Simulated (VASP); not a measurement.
# MoS2 in VASP: notebook

MoS2 is run at these levels: PBEsol; tasks: single point.

Everything below comes from runs of VASP 6.6.1. Logs are shortened: lines on timing, memory, paths and dates and some standing lists are left out, and cuts for length are marked.

## 1. The cell of the first run

The cell holds a slab with vacuum, 3 atoms: a = 3.184 Å, b = 3.184 Å, c = 17.335 Å, α = 90.00°, β = 90.00°, γ = 120.00°.

## 2. Single point, PBEsol

File INCAR:

```
PREC     = Accurate       # precision mode
ENCUT    = 520            # plane-wave cutoff, eV
EDIFF    = 1E-7           # SCF threshold, eV
ISMEAR   = -1             # smearing method
SIGMA    = 0.1            # smearing width, eV
LREAL    = F              # projectors in reciprocal space
LASPH    = T              # aspherical terms in the spheres
NELM     = 80             # most SCF steps
ALGO     = Normal         # electronic algorithm
ISIF     = 2              # what is computed and relaxed
LWAVE    = F              # write WAVECAR
LCHARG   = T              # write CHGCAR
GGA      = PS             # functional
LELF     = T              # ELF
LVHAR    = T            
NBANDS   = 20             # bands
```

File KPOINTS:

```
regular mesh
0
Gamma
  6 6 1
```

File POSCAR:

```
MoS2
1.0
    3.1841260000      0.0000000000      0.0000000000
   -1.5920630000      2.7575340000      0.0000000000
    0.0000000000      0.0000000000     17.3346000000
Mo S
1 2
Direct
    0.0000000000      0.0200000000      0.0000000000
    0.3333333333      0.6666666667      0.0894930000
    0.3333333333      0.6666666667      0.9105070000
```

Potentials or basis: VASP PAW PBE potentials, release 64 (Mo_sv, S).

The run is started by

```bash
$ cat potpaw_PBE.64/Mo_sv/POTCAR potpaw_PBE.64/S/POTCAR > POTCAR
$ mpirun -np 1 vasp_std > vasp.out
```

OUTCAR:

```text
PREC = Accurate
   ENCUT = 520
   EDIFF = 1E-7
   ISMEAR = -1
   LREAL = F
   LASPH = T
   NELM = 80
   ISIF = 2
   GGA = PS

 ion  position               nearest neighbor table
   1  0.000  0.020  0.000-   2 2.36   3 2.36   2 2.41   3 2.41   2 2.45   3 2.45
   2  0.333  0.667  0.089-   1 2.36   1 2.41   1 2.45
   3  0.333  0.667  0.911-   1 2.36   1 2.41   1 2.45

  LATTYP: Found a hexagonal cell.
 ALAT       =     3.1841260000
 C/A-ratio  =     5.4440684822

  Lattice vectors:

 A1 = (   3.1841260000,   0.0000000000,   0.0000000000)
 A2 = (  -1.5920630000,   2.7575340000,   0.0000000000)
 A3 = (   0.0000000000,   0.0000000000,  17.3346000000)

Analysis of symmetry for initial positions (statically):
=====================================================================
 Subroutine PRICEL returns:
 Original cell was already a primitive cell.

 Routine SETGRP: Setting up the symmetry group for a
 hexagonal supercell.

 Subroutine GETGRP returns: Found  2 space group operations
 (whereof  2 operations were pure point group operations)
 out of a pool of 24 trial point group operations.

The static configuration has the point symmetry C_1h.

Analysis of symmetry for dynamics (positions and initial velocities):
=====================================================================
 Subroutine PRICEL returns:
 Original cell was already a primitive cell.

 Routine SETGRP: Setting up the symmetry group for a
 hexagonal supercell.

 Subroutine GETGRP returns: Found  2 space group operations
 (whereof  2 operations were pure point group operations)
 out of a pool of 24 trial point group operations.

The dynamic configuration has the point symmetry C_1h.

 Subroutine INISYM returns: Found  2 space group operations
 (whereof  2 operations are pure point group operations),
 and found     1 'primitive' translations

----------------------------------------------------------------------------------------

                                     Primitive cell

  volume of cell :     152.2036

  direct lattice vectors                    reciprocal lattice vectors
     3.184126000  0.000000000  0.000000000     0.314057924  0.181321427  0.000000000
    -1.592063000  2.757534000  0.000000000     0.000000000  0.362642854  0.000000000
     0.000000000  0.000000000 17.334600000     0.000000000  0.000000000  0.057688092

  length of vectors
     3.184126000  3.184125996 17.334600000     0.362642854  0.362642854  0.057688092

  position of ions in fractional coordinates (direct lattice)
     0.000000000  0.020000000  0.000000000
     0.333333333  0.666666667  0.089493000
     0.333333333  0.666666667  0.910507000

  ion indices of the primitive-cell ions
   primitive index   ion index
                 1           1
                 2           2
                 3           3

----------------------------------------------------------------------------------------

 KPOINTS: regular mesh

Automatic generation of k-mesh.
 Grid dimensions read from file:
 generate k-points for:    6    6    1

 Generating k-lattice:

  Cartesian coordinates                     Fractional coordinates (reciprocal lattice)
     0.052342987  0.030220238  0.000000000     0.166666667  0.000000000  0.000000000
     0.000000000  0.060440476  0.000000000     0.000000000  0.166666667  0.000000000
     0.000000000  0.000000000  0.057688092     0.000000000  0.000000000  1.000000000

  Length of vectors
     0.060440476  0.060440476  0.057688092

  Shift w.r.t. Gamma in fractional coordinates (k-lattice)
     0.000000000  0.000000000  0.000000000

 Subroutine IBZKPT returns following result:
 ===========================================

 Found     20 irreducible k-points:

 Following reciprocal coordinates:
            Coordinates               Weight
  0.000000  0.000000  0.000000      1.000000
  0.166667 -0.000000  0.000000      2.000000
  0.000000  0.166667  0.000000      2.000000
 -0.166667  0.166667  0.000000      2.000000
  0.333333  0.000000  0.000000      2.000000
  0.000000  0.333333  0.000000      2.000000
[... 12 lines left out ...]
  0.500000 -0.166667  0.000000      2.000000
  0.333333  0.333333  0.000000      2.000000
   k-points           NKPTS =     20   k-points in BZ     NKDIM =     20   number of bands    NBANDS=     20
   number of dos      NEDOS =    301   number of ions     NIONS =      3
   total plane-waves  NPLWV =  80640
   dimension x,y,z NGX =    24 NGY =   24 NGZ =  140
   dimension x,y,z NGXF=    48 NGYF=   48 NGZF=  280
   ions per type =               1   2
   NGX,Y,Z   is equivalent  to a cutoff of  12.53, 12.53, 13.43 a.u.
   NGXF,Y,Z  is equivalent  to a cutoff of  25.06, 25.06, 26.85 a.u.
 SYSTEM =  unknown system
   PREC   = accura    normal or accurate (medium, high low for compatibility)
   ISTART =      0    job   : 0-new  1-cont  2-samecut
   ICHARG =      2    charge: 1-file 2-atom 10-const
   ISPIN  =      1    spin polarized calculation?
   LNONCOLLINEAR =      F non collinear calculations
   LSORBIT =      F    spin-orbit coupling
   LASPH  =      T    aspherical Exc in radial PAW
   ENCUT  =  520.0 eV  38.22 Ry    6.18 a.u.   5.92  5.92 32.23*2*pi/ulx,y,z
   NELM   =     80;   NELMIN=  2; NELMDL= -5     # of ELM steps
   EDIFF  = 0.1E-06   stopping-criterion for ELM
   LREAL  =      F    real-space projection
   EDIFFG = 0.1E-05   stopping-criterion for IOM
   NSW    =      0    number of steps for IOM
   IBRION =     -1    ionic relax: 0-MD 1-quasi-New 2-CG
   NFREE  =      0    steps in history (QN), initial steepest desc. (CG)
   ISIF   =      2    stress and relaxation
   ISYM   =      2    0-nonsym 1-usesym 2-fastsym
   POTIM  = 0.5000    time-step for ionic-motion
   TEBEG  =    0.0;   TEEND  =   0.0 temperature during run
   PSTRESS=    0.0 pullay stress
   NELECT =      26.0000    total number of electrons
   NUPDOWN=      -1.0000    fix difference up-down
   EMIN   =  10.00;   EMAX   =-10.00  energy-range for DOS
   EFERMI =   0.00;   METHOD = LEGACY
   ISMEAR =    -1;   SIGMA  =   0.10  broadening in eV -4-tet -1-fermi 0-gaus
   EFERMI_NEDOS =   21; number of points for ismear=-14 and -15
   IALGO  =     38    algorithm
   IMIX   =      4    mixing-type and parameters
     AMIX     =   0.40;   BMIX     =  1.00
     AMIX_MAG =   1.60;   BMIX_MAG =  1.00
  volume/ion in A,a.u.               =      50.73       342.37
  Fermi-wavevector in a.u.,A,eV,Ry     =   0.908359  1.716550 11.226391  0.825116
  Thomas-Fermi vector in A             =   2.032276
   LORBIT       =      0    0 simple, 1 ext, 2 COOP (PROOUT), +10 PAW based schemes
   GGA     = PS    functional components
   LHFCALC =     F    Hartree Fock is set to
   AEXX    =    0.0000 exact exchange contribution
   IVDW    =     0    specifies the selected vdW correction
   LEPSILON=     F    determine dielectric tensor
   LRPA    =     F    only Hartree local field effects (RPA)
 non-spin polarized calculation
  energy-cutoff  :      520.00
  volume of cell :      152.20
 maximum number of plane-waves:      4113
   NGX = 11   NGY = 11   NGZ = 65

 number of electron      25.9999999 magnetization

 Free energy of the ion-electron system (eV)
  ---------------------------------------------------
  ext. energy  EPLUGINS =         0.00000000
  ---------------------------------------------------
  free energy    TOTEN  =       -23.36520111 eV

  energy without entropy =      -23.36511565  energy(sigma->0) =      -23.36515838

 E-fermi :  -0.6432     XC(G=0):  -4.4089

 val. band max:       -1.4510421395   @ k =   0.0000   0.0000   0.0000
 cond. band min:       0.1548805940   @ k =   0.3333   0.3333   0.0000
 fundamental gap:      1.6059227335
 Fermi energy:        -0.6431844980

 k-point     1 :       0.0000    0.0000    0.0000
  band No.  band energies     occupation
      1     -62.2388      2.00000
      2     -36.4242      2.00000
      3     -36.2153      2.00000
      4     -36.1977      2.00000
      5     -15.5782      2.00000
      6     -14.2225      2.00000
[... 12 lines left out ...]
     19       4.3205      0.00000
     20       4.6861      0.00000

 k-point     2 :       0.1667   -0.0000    0.0000
  band No.  band energies     occupation
      1     -62.2293      2.00000
      2     -36.4052      2.00000
      3     -36.3048      2.00000
      4     -36.2264      2.00000
      5     -15.1794      2.00000
      6     -14.0643      2.00000
[... 12 lines left out ...]
     19       4.8453      0.00000
     20       5.7528      0.00000

 k-point     3 :       0.0000    0.1667    0.0000
  band No.  band energies     occupation
      1     -62.2293      2.00000
      2     -36.4048      2.00000
      3     -36.3114      2.00000
      4     -36.2210      2.00000
      5     -15.1728      2.00000
      6     -14.0753      2.00000
[... 12 lines left out ...]
     19       4.8494      0.00000
     20       5.7461      0.00000

 k-point     4 :      -0.1667    0.1667    0.0000
  band No.  band energies     occupation
      1     -62.2294      2.00000
      2     -36.4057      2.00000
      3     -36.2938      2.00000
      4     -36.2359      2.00000
      5     -15.1872      2.00000
      6     -14.0519      2.00000
[... 12 lines left out ...]
     19       4.8395      0.00000
     20       5.7552      0.00000

 k-point     5 :       0.3333    0.0000    0.0000
  band No.  band energies     occupation
      1     -62.2104      2.00000
      2     -36.4923      2.00000
      3     -36.3672      2.00000
      4     -36.2706      2.00000
      5     -14.2534      2.00000
      6     -13.7043      2.00000
[... 12 lines left out ...]
     19       6.0988      0.00000
     20       6.3839      0.00000
[... 261 lines left out ...]
      6     -13.4399      2.00000
[... 12 lines left out ...]
     19       7.2165      0.00000
     20       7.2404      0.00000

 k-point    18 :       0.1667    0.3333    0.0000
  band No.  band energies     occupation
      1     -62.2007      2.00000
      2     -36.5492      2.00000
      3     -36.3469      2.00000
      4     -36.3327      2.00000
      5     -13.6754      2.00000
      6     -13.5247      2.00000
[... 12 lines left out ...]
     19       7.1769      0.00000
     20       7.2137      0.00000

 k-point    19 :       0.5000   -0.1667    0.0000
  band No.  band energies     occupation
      1     -62.2009      2.00000
      2     -36.5325      2.00000
      3     -36.3486      2.00000
      4     -36.3447      2.00000
      5     -13.7142      2.00000
      6     -13.4588      2.00000
[... 12 lines left out ...]
     19       7.0884      0.00000
     20       7.2092      0.00000

 k-point    20 :       0.3333    0.3333    0.0000
  band No.  band energies     occupation
      1     -62.1961      2.00000
      2     -36.4941      2.00000
      3     -36.4429      2.00000
      4     -36.3386      2.00000
      5     -13.4155      2.00000
      6     -13.3329      2.00000
[... 12 lines left out ...]
     19       6.1400      0.00000
     20       8.1398      0.00000

------------------------ aborting loop because EDIFF is reached ----------------------------------------

  FORCE on cell =-STRESS in cart. coord.  units (eV):
  Direction    XX          YY          ZZ          XY          YZ          ZX
  --------------------------------------------------------------------------------------
  -------------------------------------------------------------------------------------
  Total       -1.6869995     -1.0176607     -0.3197883      0.2029624      0.0000000      0.0000000
  in kB      -17.7582674    -10.7124461     -3.3662640      2.1364915      0.0000000      0.0000000
  external PRESSURE =     -10.6123259 kB  Pullay stress =       0.0000000 kB

 VOLUME and BASIS-vectors are now :
 -----------------------------------------------------------------------------
  energy-cutoff  :      520.00
  volume of cell :      152.20
      direct lattice vectors                 reciprocal lattice vectors
     3.184126000  0.000000000  0.000000000     0.314057924  0.181321427  0.000000000
    -1.592063000  2.757534000  0.000000000     0.000000000  0.362642854  0.000000000
     0.000000000  0.000000000 17.334600000     0.000000000  0.000000000  0.057688092

 POSITION                                       TOTAL-FORCE (eV/Angst)
 -----------------------------------------------------------------------------------
     -0.03184      0.05515      0.00000         0.620754     -1.106503      0.000000
     -0.00000      1.83836      1.55133        -0.310377      0.553252     -0.095571
     -0.00000      1.83836     15.78327        -0.310377      0.553252      0.095571
 -----------------------------------------------------------------------------------
    total drift:                                0.000085     -0.000150      0.000000

  FREE ENERGIE OF THE ION-ELECTRON SYSTEM (eV)
  ---------------------------------------------------
  free  energy   TOTEN  =       -23.3652011113 eV

  energy  without entropy=      -23.3651156452  energy(sigma->0) =      -23.36515838
```

It took 2.2 min on 1 thread of Intel Xeon 8259CL, shared host; peak memory 0.28 GiB.

Results:

* Free energy: -23.3652 eV
* Largest force: 1.269 eV/Å
* Band gap on the k mesh: 1.61 eV (least direct gap 1.66 eV)

Forces on the atoms (eV/Å):
```
Mo   0.621 -1.107  0.000
S   -0.310  0.553 -0.096
S   -0.310  0.553  0.096
```

Caveat: the PAW data sets were made with another functional, which shifts forces and pressure a little.

## 3. Single point, PBEsol

File INCAR:

```
PREC = Accurate
ENCUT = 520
EDIFF = 1E-7
ISMEAR = -1
SIGMA = 0.1
LREAL = False
LASPH = True
NELM = 100
ALGO = Normal
ISIF = 2
LWAVE = False
LCHARG = False
GGA = PS
NBANDS = 20
```

File KPOINTS:

```
Automatic mesh
0
Gamma
  6 6 1
```

Edit POSCAR of step 2 so:

```diff
@@ -8,3 +8,3 @@
 Direct
-    0.0000000000      0.0200000000      0.0000000000
+    0.0000000000      0.0250000000      0.0000000000
     0.3333333333      0.6666666667      0.0894930000
```

Potentials or basis: VASP PAW PBE potentials, release 64 (Mo_sv, S).

The run is started by

```bash
$ cat potpaw_PBE.64/Mo_sv/POTCAR potpaw_PBE.64/S/POTCAR > POTCAR
$ mpirun -np 1 vasp_std > vasp.out
```

It took 1.8 min on 1 thread of Intel Xeon 8259CL, shared host; peak memory 0.28 GiB.

It converged, with:

| Quantity | Value |
| --- | --- |
| Free energy | -23.3425 eV |
| Largest force | 1.583 eV/Å |
| Band gap on the k mesh | 1.61 eV (least direct gap 1.66 eV) |

Forces in eV/Å, atoms in the order of the input:
```
Mo   0.770 -1.383  0.000
S   -0.385  0.691 -0.070
S   -0.385  0.691  0.070
```

Levels at points of the mesh, in eV from the valence-band top:
```csv
k point,band 10,band 11,band 12,band 13,band 14,band 15,band 16,band 17
"(0.00, 0.00, 0.00)",-1.96,-1.73,-1.19,0.00,2.33,2.84,3.15,3.17
"(0.50, 0.00, 0.00)",-3.22,-1.86,-1.18,-0.49,2.20,2.74,3.60,4.57
"(0.00, 0.50, 0.00)",-3.11,-2.00,-1.06,-0.71,2.14,2.73,3.94,4.41
"(0.50, 0.50, 0.00)",-3.37,-1.74,-1.10,-0.49,2.27,2.75,3.58,4.47
```

Caveat: the PAW data sets were made with another functional, which shifts forces and pressure a little.
